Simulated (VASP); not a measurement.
The system is Sc.

```
Sc
1.0
     0.00000    2.32685    2.32685
     2.32685    0.00000    2.32685
     2.32685    2.32685    0.00000
Sc
1
Direct
  0.00000 0.00000 0.00000
```

```yaml
Program: VASP 6.6.1
Task: relaxation of cell and atoms
Functional: PBE
Dispersion: D4
Potentials_or_basis: VASP PAW PBE potentials, release 64 (Sc_sv)
Cutoff: 500 eV
k_mesh: 2 × 2 × 2, shifted
Occupations: fermi-dirac, width 0.1 eV
Spin: no spin polarisation
```

At the start: pressure -1.8 GPa; volume 25.20 Å³/atom.

Q: How do energy, volume and symmetry change on relaxing?

A: Over 3 steps the energy falls by 5.2 meV/atom and the volume is 24.30 Å³/atom (-3.6 %); space group Fm-3m (No. 225, to 0.05 Å).

Step by step:
| step | energy change (eV) | largest force (eV/Å) | pressure (GPa) | volume (Å³) |
| --- | --- | --- | --- | --- |
| 1 | 0.0000 | 0.0001 | -1.82 | 25.20 |
| 2 | -0.0051 | 0.0000 | 0.29 | 24.17 |
| 3 | -0.0052 | 0.0000 | 0.00 | 24.30 |

Final structure:
```xyz
1
Lattice="0.0000 2.2989 2.2989 2.2989 0.0000 2.2989 2.2989 2.2989 0.0000" Properties=species:S:1:pos:R:3 pbc="T T T"
Sc    0.0000    2.2989    2.2989
```

Caveat: the k points lie up to 1.18 Å⁻¹ apart in the final cell; pairwise dispersion overbinds metals, which lowers pressure and volume.
